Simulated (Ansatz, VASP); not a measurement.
## CdHg2Se3 in VASP and in Ansatz

INCAR

```
  ALGO = Fast
  EDIFF = 1E-6
  EDIFFG = -0.01
  ENCUT = 600
  GGA = PE
  IBRION = 2
  ISIF = 3
  ISMEAR = 0
  LASPH = T
  LCHARG = F
  LREAL = F
  LWAVE = F
  NELM = 60
  NSW = 100
  PREC = Accurate
  SIGMA = 0.1
```

KPOINTS

```
k-points
0
Gamma
  12 12 4
```

The input POSCAR:

```
CdHg2Se3
1.0
    4.4141377000      0.0000000000      0.0000000000
   -2.2070689000      3.8227554000      0.0000000000
    0.0000000000      0.0000000000     10.7938969000
Cd Hg Se
1 2 3
Direct
    0.0000000000      0.0000000000      0.0009010000
    0.6666667000      0.3333333000      0.6675690000
    0.3333333000      0.6666667000      0.3322190000
    0.0000000000      0.0000000000      0.7516690000
    0.6666667000      0.3333333000      0.4168310000
    0.3333333000      0.6666667000      0.0808110000
```

Input for Ansatz:

```yaml
crystal:
  lattice:
    - [4.4141377, 0.0, 0.0]
    - [-2.2070689, 3.8227554, 0.0]
    - [0.0, 0.0, 10.7938969]
  atoms:
    - { symbol: Cd, position: [0.0, 0.0, 0.000901] }
    - { symbol: Hg, position: [0.6666667, 0.3333333, 0.667569] }
    - { symbol: Hg, position: [0.3333333, 0.6666667, 0.332219] }
    - { symbol: Se, position: [0.0, 0.0, 0.751669] }
    - { symbol: Se, position: [0.6666667, 0.3333333, 0.416831] }
    - { symbol: Se, position: [0.3333333, 0.6666667, 0.080811] }
basis:
  ecutwfc: 420
kpoints:
  mp_grid: { grid: [12, 12, 4] }
hamiltonian:
  xc: pbe
scf:
  occupations: { method: gaussian, width: 0.1 }
output:
  forces: true
  stress: true
  eigenvalues: true
  write_density: true
  write_potential: true
  elf: true
  volumetric_format: npy
relax:
  adjacent_minimum: "off"
  f_tol: 0.01
  max_steps: 80
  cell: { stress_tol: 0.05 }
```

Alike in both runs: task relaxation of cell and atoms; functional PBE; k mesh 12 × 12 × 4; occupations gaussian, width 0.1 eV; no spin polarisation.

```csv
,VASP,Ansatz
version,VASP 6.6.1,Ansatz 0.2.0
potentials or method,"VASP PAW PBE potentials, release 64 (Cd, Hg, Se), cutoff 600 eV","scalar-relativistic, plane waves, PAW"
valence electrons in the cell,54,108
```

|  | VASP | Ansatz | Ansatz less VASP |
| --- | --- | --- | --- |
| gap on the k mesh at the Fermi level, each at its own relaxed structure (eV) | none | none | - |
| relaxed volume (Å³/atom) | 30.54 | 30.36 | -0.180 |
| relaxed length of the cell vector where the two differ most in proportion (Å) | 10.815 | 10.794 | -0.0216 |

A gap of «none» marks a metal or a gap that the smearing closes. VASP's potentials hold 54 valence electrons a cell and Ansatz's 108, so a difference there can come from the potentials and not from the codes.

Spin-orbit coupling is off throughout.
